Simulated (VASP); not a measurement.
# Na (Fm-3m) in VASP: notebook, part 2 of 2

VASP 6.6.1.

## (5) Single point, PBEsol

This run uses another cell than the first one, of 36.36 Å³/atom, 1.136 times its volume.

The input, INCAR:

```
PREC = Accurate ; ENCUT = 520
EDIFF = 1E-7 ; ISMEAR = -1
SIGMA = 0.1 ; LREAL = False
LASPH = True ; NELM = 100
ALGO = Normal ; ISIF = 2
LWAVE = False ; LCHARG = False
GGA = PS ; NBANDS = 10
```

The input, KPOINTS:

```
Automatic mesh
0
Gamma
  12 12 12
```

The input, POSCAR:

```
Na
1.0
    0.0000000000      2.6295414049      2.6295414049
    2.6295414049      0.0000000000      2.6295414049
    2.6295414049      2.6295414049      0.0000000000
Na
1
Direct
    0.0000000000      0.0000000000      0.0000000000
```

Potentials or basis: VASP PAW PBE potentials, release 64 (Na_pv).

Run with:

```
$ cat potpaw_PBE.64/Na_pv/POTCAR > POTCAR
$ mpirun -np 1 vasp_std > vasp.out
```

OUTCAR:

```text
PREC = Accurate
   ENCUT = 520
   EDIFF = 1E-7
   ISMEAR = -1
   LREAL = False
   LASPH = True
   NELM = 100
   ISIF = 2
   GGA = PS

 ion  position               nearest neighbor table
   1  0.000  0.000  0.000-

  LATTYP: Found a face centered cubic cell.
 ALAT       =     5.2590828098

  Lattice vectors:

 A1 = (   0.0000000000,   2.6295414049,   2.6295414049)
 A2 = (   2.6295414049,   0.0000000000,   2.6295414049)
 A3 = (   2.6295414049,   2.6295414049,   0.0000000000)

Analysis of symmetry for initial positions (statically):
=====================================================================
 Subroutine PRICEL returns:
 Original cell was already a primitive cell.

 Routine SETGRP: Setting up the symmetry group for a
 face centered cubic supercell.

 Subroutine GETGRP returns: Found 48 space group operations
 (whereof 48 operations were pure point group operations)
 out of a pool of 48 trial point group operations.

The static configuration has the point symmetry O_h .

Analysis of symmetry for dynamics (positions and initial velocities):
=====================================================================
 Subroutine PRICEL returns:
 Original cell was already a primitive cell.

 Routine SETGRP: Setting up the symmetry group for a
 face centered cubic supercell.

 Subroutine GETGRP returns: Found 48 space group operations
 (whereof 48 operations were pure point group operations)
 out of a pool of 48 trial point group operations.

The dynamic configuration has the point symmetry O_h .

 Subroutine INISYM returns: Found 48 space group operations
 (whereof 48 operations are pure point group operations),
 and found     1 'primitive' translations

[... 106 lines left out ...]
   EFERMI =   0.00;   METHOD = LEGACY
   ISMEAR =    -1;   SIGMA  =   0.10  broadening in eV -4-tet -1-fermi 0-gaus
   EFERMI_NEDOS =   21; number of points for ismear=-14 and -15
   IALGO  =     38    algorithm
   IMIX   =      4    mixing-type and parameters
     AMIX     =   0.40;   BMIX     =  1.00
     AMIX_MAG =   1.60;   BMIX_MAG =  1.00
  volume/ion in A,a.u.               =      36.36       245.40
  Fermi-wavevector in a.u.,A,eV,Ry     =   0.945259  1.786281 12.157004  0.893515
  Thomas-Fermi vector in A             =   2.073143
   LORBIT       =      0    0 simple, 1 ext, 2 COOP (PROOUT), +10 PAW based schemes
   GGA     = PS    functional components
   LHFCALC =     F    Hartree Fock is set to
   AEXX    =    0.0000 exact exchange contribution
   IVDW    =     0    specifies the selected vdW correction
   LEPSILON=     F    determine dielectric tensor
   LRPA    =     F    only Hartree local field effects (RPA)
 non-spin polarized calculation
  energy-cutoff  :      520.00
  volume of cell :       36.36
 maximum number of plane-waves:      1002
   NGX = 13   NGY = 13   NGZ = 13

 number of electron       7.0000000 magnetization

 Free energy of the ion-electron system (eV)
  ---------------------------------------------------
  ext. energy  EPLUGINS =         0.00000000
  ---------------------------------------------------
  free energy    TOTEN  =        -1.40877612 eV

  energy without entropy =       -1.39413118  energy(sigma->0) =       -1.40145365

 E-fermi :   0.3367     XC(G=0):  -6.5518

 val. band max:        0.2220564013   @ k =   0.5000   0.2500   0.0833
 cond. band min:       0.3618456269   @ k =  -0.4167   0.0833   0.0000
 fundamental gap:      0.1397892256
 Fermi energy:         0.3367217064

 k-point     1 :       0.0000    0.0000    0.0000
  band No.  band energies     occupation
      1     -24.4057      2.00000
      2     -24.4057      2.00000
      3     -24.4057      2.00000
      4      -2.9592      2.00000
      5      11.5705      0.00000
      6      11.5705      0.00000
      7      11.5705      0.00000
      8      12.6757      0.00000
      9      13.2117      0.00000
     10      13.2117      0.00000
[... 287 lines left out ...]
 k-point    24 :      -0.4167    0.1667    0.0000
  band No.  band energies     occupation
      1     -24.4401      2.00000
      2     -24.4177      2.00000
      3     -24.4123      2.00000
      4       1.0269      0.00201
      5       2.0199      0.00000
      6       7.1431      0.00000
      7       9.4639      0.00000
      8      10.3842      0.00000
      9      13.5781      0.00000
     10      14.6269      0.00000

 [... further k-points ...]
[... 5 lines left out ...]
  --------------------------------------------------------------------------------------
  -------------------------------------------------------------------------------------
  Total        0.0012707      0.0012707      0.0012707     -0.0000000     -0.0000000      0.0000000
  in kB        0.0559851      0.0559851      0.0559851     -0.0000000     -0.0000000      0.0000000
  external PRESSURE =       0.0559851 kB  Pullay stress =       0.0000000 kB

 VOLUME and BASIS-vectors are now :
 -----------------------------------------------------------------------------
  energy-cutoff  :      520.00
  volume of cell :       36.36
      direct lattice vectors                 reciprocal lattice vectors
     0.000000000  2.629541405  2.629541405    -0.190147225  0.190147225  0.190147225
     2.629541405  0.000000000  2.629541405     0.190147225 -0.190147225  0.190147225
     2.629541405  2.629541405  0.000000000     0.190147225  0.190147225 -0.190147225

 POSITION                                       TOTAL-FORCE (eV/Angst)
 -----------------------------------------------------------------------------------
      0.00000      0.00000      0.00000         0.000000      0.000000      0.000000
 -----------------------------------------------------------------------------------
    total drift:                               -0.000000     -0.000000     -0.000000

  FREE ENERGIE OF THE ION-ELECTRON SYSTEM (eV)
  ---------------------------------------------------
  free  energy   TOTEN  =        -1.4087761248 eV

  energy  without entropy=       -1.3941311842  energy(sigma->0) =       -1.40145365
```

Run time: 14 s. Hardware: 1 thread of Intel Xeon Platinum 8259CL at 2.50GHz (Skylake/Cascade Lake), shared host; peak memory 0.16 GiB.

What came out:

```
Free energy : -1.4088 eV
Pressure    : 0.0 GPa
```

Caveat: the PAW data sets were made with another functional, which shifts forces and pressure a little.

## (6) Single point, PBEsol (volume scaled by 1.04)

The input, INCAR:

```
SYSTEM = Na
PREC     = Accurate       ! precision mode
ENCUT    = 520            ! plane-wave cutoff, eV
EDIFF    = 1E-7           ! SCF threshold, eV
ISMEAR   = -1             ! smearing method
SIGMA    = 0.1            ! smearing width, eV
LREAL    = .FALSE.        ! projectors in reciprocal space
LASPH    = .TRUE.         ! aspherical terms in the spheres
NELM     = 60             ! most SCF steps
ALGO     = Normal         ! electronic algorithm
ISIF     = 2              ! what is computed and relaxed
LWAVE    = .FALSE.        ! write WAVECAR
LCHARG   = .FALSE.        ! write CHGCAR
GGA      = PS             ! functional
NBANDS   = 10             ! bands
```

The input, KPOINTS:

```
Automatic mesh
0
G
  12 12 12
  0 0 0
```

The input, POSCAR:

```
Na
1.0
    0.0000000000      2.6641446021      2.6641446021
    2.6641446021      0.0000000000      2.6641446021
    2.6641446021      2.6641446021      0.0000000000
Na
1
Direct
    0.0000000000      0.0000000000      0.0000000000
```

Potentials or basis: VASP PAW PBE potentials, release 64 (Na_pv).

Run with:

```
$ cat potpaw_PBE.64/Na_pv/POTCAR > POTCAR
$ mpirun -np 1 vasp_std > vasp.out
```

Run time: 14 s. Hardware: 1 thread of Intel Xeon Platinum 8259CL at 2.50GHz (Skylake/Cascade Lake), shared host; peak memory 0.16 GiB.

The run converged. Its results:

- Free energy: -1.4076 eV
- Pressure: -0.3 GPa

Levels at points of the mesh, in eV from the Fermi level:
```tsv
k point	band 1	band 2	band 3	band 4	band 5	band 6	band 7	band 8
(0.00, 0.00, 0.00)	-24.77	-24.77	-24.77	-3.21	11.00	11.00	11.00	12.07
(0.50, 0.00, 0.00)	-24.81	-24.78	-24.78	0.57	0.97	10.04	10.04	11.05
(0.50, 0.50, 0.00)	-24.81	-24.79	-24.79	1.76	2.32	6.23	7.06	7.06
```

Caveat: the cell differs from its parent crystal (volume scaled by 1.04); the PAW data sets were made with another functional, which shifts forces and pressure a little.

## (7) The runs side by side

| cell | gap on the mesh (eV) | pressure (GPa) |
| --- | --- | --- |
| a = 3.564 Å, angles 60.0°, 1 atom | none | 1.3 |
| a = 3.617 Å, angles 60.0°, 1 atom | none | 0.7 |
| a = 3.668 Å, angles 60.0°, 1 atom | none | 0.3 |
| a = 3.719 Å, angles 60.0°, 1 atom | none | 0.0 |
| a = 3.768 Å, angles 60.0°, 1 atom | none | -0.3 |

Alike in all rows: task single point; level PBEsol; potentials or basis VASP PAW PBE potentials, release 64 (Na_pv); no spin polarisation; k mesh 12 × 12 × 12; cutoff (eV) 520; smearing fermi-dirac 0.1 eV.

Caveats: the PAW data sets were made with another functional, which shifts forces and pressure a little.

Total energies depend on the potentials used, so only differences within one code and one set of settings carry meaning.
